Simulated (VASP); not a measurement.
# TiN (Osbornite) (Fm-3m) in VASP: notebook

TiN (Osbornite) is run at these levels: PBE; tasks: single point.

All numbers are computed with VASP 6.6.1; they aren't measurements. Logs are shortened: lines on timing, memory, paths and dates and some standing lists are left out, and cuts for length are marked.

## Step 1: The cell of the first run

The structure is cubic, space group Fm-3m (No. 225). Conventional cell: a = 4.228 Å, b = 4.228 Å, c = 4.228 Å, α = 90.00°, β = 90.00°, γ = 90.00°. Within 2.8 Å of Ti (site symmetry m-3m) lie 6 N at 2.11 Å. N (site symmetry m-3m) has 6 Ti at 2.11 Å within 2.8 Å.

## Step 2: Single point, PBE

File INCAR:

```
SYSTEM = TiN
ALGO     = Normal         ! electronic algorithm
EDIFF    = 1E-6           ! SCF threshold, eV
ENCUT    = 520            ! plane-wave cutoff, eV
GGA      = PE             ! functional
ISIF     = 2              ! what is computed and relaxed
ISMEAR   = -1             ! smearing method
LASPH    = .True.         ! aspherical terms in the spheres
LCHARG   = .True.         ! write CHGCAR
LELF     = .True.         ! ELF
LREAL    = .False.        ! projectors in reciprocal space
LVHAR    = .True.       
LWAVE    = .False.        ! write WAVECAR
NBANDS   = 16             ! bands
NELM     = 60             ! most SCF steps
PREC     = Accurate       ! precision mode
SIGMA    = 0.1            ! smearing width, eV
```

File KPOINTS:

```
k-points
0
Gamma
  12 12 12
  0 0 0
```

File POSCAR:

```
TiN
1.0
    0.0000000000      2.1139045836      2.1139045836
    2.1139045836      0.0000000000      2.1139045836
    2.1139045836      2.1139045836      0.0000000000
Ti N
1 1
Direct
    0.0000000000      0.0000000000      0.0000000000
    0.5000000000      0.5000000000      0.5000000000
```

Potentials or basis: VASP PAW PBE potentials, release 64 (Ti_sv, N).

The run is started by

```bash
cat potpaw_PBE.64/Ti_sv/POTCAR potpaw_PBE.64/N/POTCAR > POTCAR
mpirun -np 1 vasp_std > vasp.out
```

OUTCAR:

```text
SYSTEM = TiN
   EDIFF = 1E-6
   ENCUT = 520
   GGA = PE
   ISIF = 2
   ISMEAR = -1
   LASPH = .True.
   LREAL = .False.
   NELM = 60
   PREC = Accurate

 ion  position               nearest neighbor table
   1  0.000  0.000  0.000-   2 2.11   2 2.11   2 2.11   2 2.11   2 2.11   2 2.11
   2  0.500  0.500  0.500-   1 2.11   1 2.11   1 2.11   1 2.11   1 2.11   1 2.11

  LATTYP: Found a face centered cubic cell.
 ALAT       =     4.2278091672

  Lattice vectors:

 A1 = (   0.0000000000,   2.1139045836,   2.1139045836)
 A2 = (   2.1139045836,   0.0000000000,   2.1139045836)
 A3 = (   2.1139045836,   2.1139045836,   0.0000000000)

Analysis of symmetry for initial positions (statically):
=====================================================================
 Subroutine PRICEL returns:
 Original cell was already a primitive cell.

 Routine SETGRP: Setting up the symmetry group for a
 face centered cubic supercell.

 Subroutine GETGRP returns: Found 48 space group operations
[... 9 lines left out ...]

 Routine SETGRP: Setting up the symmetry group for a
 face centered cubic supercell.

 Subroutine GETGRP returns: Found 48 space group operations
[... 11 lines left out ...]
                                     Primitive cell

  volume of cell :      18.8924

  direct lattice vectors                    reciprocal lattice vectors
     0.000000000  2.113904584  2.113904584    -0.236529124  0.236529124  0.236529124
     2.113904584  0.000000000  2.113904584     0.236529124 -0.236529124  0.236529124
     2.113904584  2.113904584  0.000000000     0.236529124  0.236529124 -0.236529124

  length of vectors
     2.989512532  2.989512532  2.989512532     0.409680461  0.409680461  0.409680461

  position of ions in fractional coordinates (direct lattice)
     0.000000000  0.000000000  0.000000000
     0.500000000  0.500000000  0.500000000

  ion indices of the primitive-cell ions
   primitive index   ion index
                 1           1
                 2           2

----------------------------------------------------------------------------------------

 KPOINTS: k-points

Automatic generation of k-mesh.
 Grid dimensions read from file:
 generate k-points for:   12   12   12

 Generating k-lattice:

  Cartesian coordinates                     Fractional coordinates (reciprocal lattice)
    -0.019710760  0.019710760  0.019710760     0.083333333  0.000000000  0.000000000
     0.019710760 -0.019710760  0.019710760     0.000000000  0.083333333  0.000000000
     0.019710760  0.019710760 -0.019710760     0.000000000  0.000000000  0.083333333

  Length of vectors
[... 48 lines left out ...]
   ICHARG =      2    charge: 1-file 2-atom 10-const
   ISPIN  =      1    spin polarized calculation?
   LNONCOLLINEAR =      F non collinear calculations
   LSORBIT =      F    spin-orbit coupling
   LASPH  =      T    aspherical Exc in radial PAW
   ENCUT  =  520.0 eV  38.22 Ry    6.18 a.u.   5.56  5.56  5.56*2*pi/ulx,y,z
   NELM   =     60;   NELMIN=  2; NELMDL= -5     # of ELM steps
   EDIFF  = 0.1E-05   stopping-criterion for ELM
   LREAL  =      F    real-space projection
   EDIFFG = 0.1E-04   stopping-criterion for IOM
   NSW    =      0    number of steps for IOM
   IBRION =     -1    ionic relax: 0-MD 1-quasi-New 2-CG
   NFREE  =      0    steps in history (QN), initial steepest desc. (CG)
   ISIF   =      2    stress and relaxation
   ISYM   =      2    0-nonsym 1-usesym 2-fastsym
   POTIM  = 0.5000    time-step for ionic-motion
   TEBEG  =    0.0;   TEEND  =   0.0 temperature during run
   PSTRESS=    0.0 pullay stress
   NELECT =      17.0000    total number of electrons
   NUPDOWN=      -1.0000    fix difference up-down
   EMIN   =  10.00;   EMAX   =-10.00  energy-range for DOS
   EFERMI =   0.00;   METHOD = LEGACY
   ISMEAR =    -1;   SIGMA  =   0.10  broadening in eV -4-tet -1-fermi 0-gaus
   EFERMI_NEDOS =   21; number of points for ismear=-14 and -15
   IALGO  =     38    algorithm
   IMIX   =      4    mixing-type and parameters
     AMIX     =   0.40;   BMIX     =  1.00
     AMIX_MAG =   1.60;   BMIX_MAG =  1.00
  volume/ion in A,a.u.               =       9.45        63.75
  Fermi-wavevector in a.u.,A,eV,Ry     =   1.580505  2.986721 33.987282  2.497995
  Thomas-Fermi vector in A             =   2.680722
   LORBIT       =      0    0 simple, 1 ext, 2 COOP (PROOUT), +10 PAW based schemes
   GGA     = PE    functional components
   LHFCALC =     F    Hartree Fock is set to
   AEXX    =    0.0000 exact exchange contribution
   IVDW    =     0    specifies the selected vdW correction
   LEPSILON=     F    determine dielectric tensor
   LRPA    =     F    only Hartree local field effects (RPA)
 non-spin polarized calculation
  energy-cutoff  :      520.00
  volume of cell :       18.89
 maximum number of plane-waves:       532
 NGX is ok and might be reduce to    24
   NGX = 11   NGY = 11   NGZ = 11

 number of electron      17.0000001 magnetization

 Free energy of the ion-electron system (eV)
  ---------------------------------------------------
  ext. energy  EPLUGINS =         0.00000000
  ---------------------------------------------------
  free energy    TOTEN  =       -19.64718458 eV

  energy without entropy =      -19.62072366  energy(sigma->0) =      -19.63395412

 E-fermi :  11.5566     XC(G=0): -13.0745

 val. band max:       11.5360727018   @ k =   0.1667   0.0000   0.0000
 cond. band min:      11.5733160929   @ k =   0.0833   0.0833   0.0000
 fundamental gap:      0.0372433911
 Fermi energy:        11.5565548270

 k-point     1 :       0.0000    0.0000    0.0000
  band No.  band energies     occupation
      1     -46.2747      2.00000
      2     -22.2469      2.00000
      3     -22.2469      2.00000
      4     -22.2469      2.00000
      5      -5.5791      2.00000
      6       9.5277      2.00000
[... 433 lines left out ...]
      3     -22.4202      2.00000
      4     -22.3276      2.00000
      5      -3.2862      2.00000
      6       4.0400      2.00000
[... 8 lines left out ...]
     15      24.6556      0.00000
     16      25.7125      0.00000

 [... further k-points ...]
[... 5 lines left out ...]
  --------------------------------------------------------------------------------------
  -------------------------------------------------------------------------------------
  Total        0.5214218      0.5214218      0.5214218      0.0000000      0.0000000     -0.0000000
  in kB       44.2194773     44.2194773     44.2194773      0.0000000      0.0000000     -0.0000000
  external PRESSURE =      44.2194773 kB  Pullay stress =       0.0000000 kB

 VOLUME and BASIS-vectors are now :
 -----------------------------------------------------------------------------
  energy-cutoff  :      520.00
  volume of cell :       18.89
      direct lattice vectors                 reciprocal lattice vectors
     0.000000000  2.113904584  2.113904584    -0.236529124  0.236529124  0.236529124
     2.113904584  0.000000000  2.113904584     0.236529124 -0.236529124  0.236529124
     2.113904584  2.113904584  0.000000000     0.236529124  0.236529124 -0.236529124

 POSITION                                       TOTAL-FORCE (eV/Angst)
 -----------------------------------------------------------------------------------
      0.00000      0.00000      0.00000         0.000000     -0.000000      0.000000
      2.11390      2.11390      2.11390        -0.000000      0.000000     -0.000000
 -----------------------------------------------------------------------------------
    total drift:                                0.000000     -0.000000     -0.000000

  FREE ENERGIE OF THE ION-ELECTRON SYSTEM (eV)
  ---------------------------------------------------
  free  energy   TOTEN  =       -19.6471845754 eV

  energy  without entropy=      -19.6207236643  energy(sigma->0) =      -19.63395412
```

stdout:

```text
POSCAR found type information on POSCAR TiN
 POSCAR found :  2 types and       2 ions
 scaLAPACK will be used
 LDA part: xc-table for (Slater+PW92), standard interpolation
 POSCAR, INCAR and KPOINTS ok, starting setup
 FFT: planning ... GRIDC
 FFT: planning ... GRID_SOFT
 FFT: planning ... GRID
 WAVECAR not read
 entering main loop
```

Wall time 11 s (1 thread of Intel Xeon 6975P-C (Granite Rapids), shared host); peak memory 0.14 GiB.

What came out:

```yaml
Free_energy: -19.6472 eV
Pressure: 4.4 GPa
```

Levels at points of the mesh, in eV from the Fermi level:
```csv
k point,band 5,band 6,band 7,band 8,band 9,band 10,band 11,band 12,band 13,band 14
"(0.00, 0.00, 0.00)",-17.14,-2.03,-2.03,-2.03,-0.60,-0.60,-0.60,0.61,0.61,5.55
"(0.50, 0.00, 0.00)",-14.64,-8.11,-5.50,-5.50,1.73,1.73,2.42,5.83,5.83,6.15
"(0.50, 0.50, 0.00)",-15.72,-5.83,-3.22,-3.22,-3.08,1.69,2.44,2.44,3.70,10.78
```

## Step 3: Single point, PBE

This run uses another cell than the first one, of 9.38 Å³/atom, 0.993 times its volume.

File INCAR:

```
PREC = Accurate
ENCUT = 520
EDIFF = 1E-6
ISMEAR = -1
SIGMA = 0.1
LREAL = F
LASPH = T
NELM = 100
ALGO = Normal
ISIF = 2
LWAVE = F
LCHARG = F
GGA = PE
NBANDS = 16
```

File KPOINTS:

```
Automatic mesh
0
Gamma
  12 12 12
```

File POSCAR:

```
TiN
1.0
    0.0000000000      2.1092097858      2.1092097858
    2.1092097858      0.0000000000      2.1092097858
    2.1092097858      2.1092097858      0.0000000000
Ti N
1 1
Direct
    0.0000000000      0.0000000000      0.0000000000
    0.5000000000      0.5000000000      0.5000000000
```

Potentials or basis: VASP PAW PBE potentials, release 64 (Ti_sv, N).

The run is started by

```bash
cat potpaw_PBE.64/Ti_sv/POTCAR potpaw_PBE.64/N/POTCAR > POTCAR
mpirun -np 1 vasp_std > vasp.out
```

OUTCAR:

```text
PREC = Accurate
   ENCUT = 520
   EDIFF = 1E-6
   ISMEAR = -1
   LREAL = F
   LASPH = T
   NELM = 100
   ISIF = 2
   GGA = PE

 ion  position               nearest neighbor table
   1  0.000  0.000  0.000-   2 2.11   2 2.11   2 2.11   2 2.11   2 2.11   2 2.11
   2  0.500  0.500  0.500-   1 2.11   1 2.11   1 2.11   1 2.11   1 2.11   1 2.11

  LATTYP: Found a face centered cubic cell.
 ALAT       =     4.2184195716

  Lattice vectors:

 A1 = (   0.0000000000,   2.1092097858,   2.1092097858)
 A2 = (   2.1092097858,   0.0000000000,   2.1092097858)
 A3 = (   2.1092097858,   2.1092097858,   0.0000000000)

Analysis of symmetry for initial positions (statically):
=====================================================================
 Subroutine PRICEL returns:
 Original cell was already a primitive cell.

 Routine SETGRP: Setting up the symmetry group for a
 face centered cubic supercell.

 Subroutine GETGRP returns: Found 48 space group operations
[... 9 lines left out ...]

 Routine SETGRP: Setting up the symmetry group for a
[... 145 lines left out ...]

 Free energy of the ion-electron system (eV)
  ---------------------------------------------------
  ext. energy  EPLUGINS =         0.00000000
  ---------------------------------------------------
  free energy    TOTEN  =       -19.64280692 eV

  energy without entropy =      -19.61661428  energy(sigma->0) =      -19.62971060

 E-fermi :  11.6478     XC(G=0): -13.1115

 val. band max:       11.6271907838   @ k =   0.1667   0.0000   0.0000
 cond. band min:      11.6650548851   @ k =   0.0833   0.0833   0.0000
 fundamental gap:      0.0378641013
 Fermi energy:        11.6478382307

 k-point     1 :       0.0000    0.0000    0.0000
  band No.  band energies     occupation
      1     -46.1736      2.00000
      2     -22.1408      2.00000
      3     -22.1408      2.00000
      4     -22.1408      2.00000
      5      -5.5291      2.00000
      6       9.6102      2.00000
[... 433 lines left out ...]
      3     -22.3182      2.00000
      4     -22.2232      2.00000
      5      -3.2124      2.00000
      6       4.0932      2.00000
[... 8 lines left out ...]
     15      24.8176      0.00000
     16      25.8922      0.00000

 [... further k-points ...]
[... 5 lines left out ...]
  --------------------------------------------------------------------------------------
  -------------------------------------------------------------------------------------
  Total        0.7506341      0.7506341      0.7506341     -0.0000000     -0.0000000      0.0000000
  in kB       64.0839931     64.0839931     64.0839931     -0.0000000     -0.0000000      0.0000000
  external PRESSURE =      64.0839931 kB  Pullay stress =       0.0000000 kB

 VOLUME and BASIS-vectors are now :
 -----------------------------------------------------------------------------
  energy-cutoff  :      520.00
  volume of cell :       18.77
      direct lattice vectors                 reciprocal lattice vectors
     0.000000000  2.109209786  2.109209786    -0.237055604  0.237055604  0.237055604
     2.109209786  0.000000000  2.109209786     0.237055604 -0.237055604  0.237055604
     2.109209786  2.109209786  0.000000000     0.237055604  0.237055604 -0.237055604

 POSITION                                       TOTAL-FORCE (eV/Angst)
 -----------------------------------------------------------------------------------
      0.00000      0.00000      0.00000         0.000000     -0.000000     -0.000000
      2.10921      2.10921      2.10921        -0.000000      0.000000      0.000000
 -----------------------------------------------------------------------------------
    total drift:                                0.000000     -0.000000     -0.000000

  FREE ENERGIE OF THE ION-ELECTRON SYSTEM (eV)
  ---------------------------------------------------
  free  energy   TOTEN  =       -19.6428069208 eV

  energy  without entropy=      -19.6166142756  energy(sigma->0) =      -19.62971060
```

Run time: 12 s. Hardware: 1 thread of Intel Xeon 6975P-C (Granite Rapids), shared host; peak memory 0.15 GiB.

Results:

| Quantity | Value |
| --- | --- |
| Free energy | -19.6428 eV |
| Pressure | 6.4 GPa |

Levels at points of the mesh, in eV from the Fermi level:
```tsv
k point	band 5	band 6	band 7	band 8	band 9	band 10	band 11	band 12	band 13	band 14
(0.00, 0.00, 0.00)	-17.18	-2.04	-2.04	-2.04	-0.60	-0.60	-0.60	0.62	0.62	5.62
(0.50, 0.00, 0.00)	-14.65	-8.16	-5.54	-5.54	1.75	1.75	2.44	5.88	5.88	6.18
(0.50, 0.50, 0.00)	-15.76	-5.84	-3.23	-3.23	-3.11	1.71	2.47	2.47	3.75	10.87
```
